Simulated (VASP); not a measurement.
Set up this calculation in VASP 6.6.1, as the native input.

| Property | Result |
| --- | --- |
| Task | single point |
| Functional | PBE-based screened hybrid with 5 % exact exchange |
| Potentials or basis | VASP PAW PBE potentials, release 64 (K_sv, Cl) |
| Cutoff | 520 eV |
| k mesh | 4 × 4 × 4 |
| Occupations | fermi-dirac, width 0.05 eV |
| Spin | no spin polarisation |
| Dipole correction | no |
| Grid for exact exchange (PRECFOCK) | Normal |
| Share of exact exchange | 0.05 |
| Further INCAR settings | ALGO = Normal; EDIFF = 1e-07; NBANDS = 15 |
| Screening parameter | 0.2 1/Å |

The system is KCl.

```
K Cl
1.0
     0.00000    3.14647    3.14647
     3.14647    0.00000    3.14647
     3.14647    3.14647    0.00000
K Cl
1 1
Direct
  0.00000 0.00000 0.00000
  0.50000 0.50000 0.50000
```

One way to write it, as run:

POSCAR

```
KCl
1.0
    0.0000000000      3.1464700000      3.1464700000
    3.1464700000      0.0000000000      3.1464700000
    3.1464700000      3.1464700000      0.0000000000
K Cl
1 1
Direct
    0.0000000000      0.0000000000      0.0000000000
    0.5000000000      0.5000000000      0.5000000000
```

INCAR.step1

```
PREC     = Accurate       # precision mode
ENCUT    = 520            # plane-wave cutoff, eV
EDIFF    = 1E-5           # SCF threshold, eV
ISMEAR   = -1             # smearing method
SIGMA    = 0.05           # smearing width, eV
LREAL    = F              # projectors in reciprocal space
LASPH    = T              # aspherical terms in the spheres
NELM     = 60             # most SCF steps
ALGO     = Normal         # electronic algorithm
ISIF     = 2              # what is computed and relaxed
LWAVE    = T              # write WAVECAR
GGA      = PE             # functional
NBANDS   = 15             # bands
```

INCAR.step2

```
PREC     = Accurate       # precision mode
ENCUT    = 520            # plane-wave cutoff, eV
EDIFF    = 1E-7           # SCF threshold, eV
ISMEAR   = -1             # smearing method
SIGMA    = 0.05           # smearing width, eV
LREAL    = F              # projectors in reciprocal space
LASPH    = T              # aspherical terms in the spheres
NELM     = 60             # most SCF steps
ALGO     = Normal         # electronic algorithm
ISIF     = 2              # what is computed and relaxed
LWAVE    = F              # write WAVECAR
LCHARG   = T              # write CHGCAR
GGA      = PE             # functional
LHFCALC  = T              # exact exchange
AEXX     = 0.05           # exact-exchange fraction
HFSCREEN = 0.2            # screening, 1/A
PRECFOCK = Normal       
LELF     = T              # ELF
LVHAR    = T            
ISTART   = 1            
NBANDS   = 15             # bands
```

KPOINTS

```
Automatic mesh
0
Gamma
  4 4 4
```

Potentials or basis: VASP PAW PBE potentials, release 64 (K_sv, Cl).

Launch:

```console
$ cat potpaw_PBE.64/K_sv/POTCAR potpaw_PBE.64/Cl/POTCAR > POTCAR
$ cp INCAR.step1 INCAR
$ mpirun -np 1 vasp_std > vasp.out
$ cp INCAR.step2 INCAR
$ mpirun -np 1 vasp_std > vasp.out
```

Results of the run:

```yaml
Pressure: 0.7 GPa
Band_gap_on_the_k_mesh: 5.45 eV
```

Caveat: the k points lie up to 0.43 Å⁻¹ apart; the PAW data sets were made with another functional, which shifts forces and pressure a little.

Wall time 7.1 min on 1 thread of Intel(R) Xeon(R) Platinum 8259CL CPU @ 2.50GHz (Skylake/Cascade Lake), on a shared host, peak memory 0.31 GiB.
